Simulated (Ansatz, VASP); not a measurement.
AlCo3 in VASP and in Ansatz

```
Al Co
1.0
     3.57495    0.00000    0.00000
     0.00000    3.57495    0.00000
     0.00000    0.00000    3.57495
Al Co
1 3
Direct
  0.00000 0.00000 0.00000
  0.50000 0.50000 0.00000
  0.50000 0.00000 0.50000
  0.00000 0.50000 0.50000
```

Alike in both runs: task single point; functional PBEsol; k mesh 12 × 12 × 12; collinear spin.

|  | VASP | Ansatz |
| --- | --- | --- |
| version | VASP 6.6.1 | Ansatz 0.2.0 |
| potentials or method | VASP PAW PBE potentials, release 64 (Al, Co), cutoff 520 eV | scalar-relativistic, plane waves, PAW |
| occupations | methfessel-paxton of order 1, width 0.3 eV | cold, width 0.3 eV |
| valence electrons in the cell | 30 | 54 |

```tsv
	VASP	Ansatz	Ansatz less VASP
gap on the k mesh at the Fermi level (eV)	none	none	-
pressure (GPa)	-7.6	-7.0	+0.60
net moment per atom (μB)	0.97	1.00	+0.031
size of the moment on the site where the two differ most (μB)	1.33	1.39	+0.062
```

VASP's potentials were made for PBE, not for PBEsol. Site moments also hang on the region over which each program counts them. A gap of «none» marks a metal or a gap that the smearing closes. VASP's potentials hold 30 valence electrons a cell and Ansatz's 54, so a difference there can come from the potentials and not from the codes. Ansatz's warnings: stability check not made.
